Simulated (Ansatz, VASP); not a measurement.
## BeTe in VASP and in Ansatz

```
CELL_PARAMETERS angstrom
0.00000 2.82862 2.82862
2.69370 0.00000 2.82862
2.69370 2.82862 0.00000
ATOMIC_POSITIONS crystal
Be 0.00000 0.00000 0.00000
Te 0.25000 0.25000 0.25000
```

Change from the starting cell: uniaxial_x strain -4.8%.

Alike in both runs: task single point; functional r2SCAN; k mesh 8 × 8 × 8; no spin polarisation.

|  | VASP | Ansatz |
| --- | --- | --- |
| version | VASP 6.6.1 | Ansatz 0.2.0 |
| potentials or method | VASP PAW PBE potentials, release 64 (Be, Te) | plane waves, PAW |
| plane-wave cutoff (eV) | 520 | 500 |
| occupations | gaussian, width 0.01 eV | fixed |
| valence electrons in the cell | 8 | 18 |

Ansatz gave:

```
gap on the k mesh at the Fermi level (eV)                     : 1.85
pressure (GPa)                                                : 3.2
traceless stress, the component that is largest in VASP (GPa) : 1.93
```

Question: What did VASP give for the same quantities?

Answer: gap on the k mesh at the Fermi level (eV): 1.84; pressure (GPa): 3.4; traceless stress, the component that is largest in VASP (GPa): 1.92.

VASP's potentials were made for PBE, not for r2SCAN. VASP's potentials hold 8 valence electrons a cell and Ansatz's 18, so a difference there can come from the potentials and not from the codes.

Neither program's run includes spin-orbit coupling.
